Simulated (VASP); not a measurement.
A run of VASP 6.6.1:

File INCAR:

```
SYSTEM = SnPt3
PREC     = Accurate       ! precision mode
ENCUT    = 520            ! plane-wave cutoff, eV
EDIFF    = 1E-6           ! SCF threshold, eV
ISMEAR   = -1             ! smearing method
SIGMA    = 0.05           ! smearing width, eV
LREAL    = .FALSE.        ! projectors in reciprocal space
LASPH    = .TRUE.         ! aspherical terms in the spheres
NELM     = 100            ! most SCF steps
ALGO     = Normal         ! electronic algorithm
ISIF     = 2              ! what is computed and relaxed
LWAVE    = .FALSE.        ! write WAVECAR
LCHARG   = .TRUE.         ! write CHGCAR
LELF     = .TRUE.         ! ELF
LVHAR    = .TRUE.       
NBANDS   = 30             ! bands
```

File KPOINTS:

```
Automatic mesh
0
G
  12 12 12
  0 0 0
```

File POSCAR:

```
SnPt3
1.0
    3.9797734427      0.0000000000      0.0000000000
    0.0000000000      3.9797734427      0.0000000000
    0.0000000000      0.0000000000      3.9797734427
Sn Pt
1 3
Direct
    0.0000000000      0.0000000000      0.0000000000
    0.0000000000      0.5000000000      0.5000000000
    0.5000000000      0.0000000000      0.5000000000
    0.5000000000      0.5000000000      0.0000000000
```

Potentials or basis: VASP PAW LDA potentials, release 64 (Sn_d, Pt).

Command:

```sh
$ cat potpaw_LDA.64/Sn_d/POTCAR potpaw_LDA.64/Pt/POTCAR > POTCAR
$ mpirun -np 1 vasp_std > vasp.out
```

Hardware: 1 thread of Intel(R) Xeon(R) Platinum 8488C (Sapphire Rapids), on a shared host.

**Question.** Estimate the wall time of this run.

**Answer.** Wall time 120 s on 1 thread of Intel(R) Xeon(R) Platinum 8488C (Sapphire Rapids) (shared host), peak memory 0.25 GiB. Counts: scf iterations 11, k points 84.
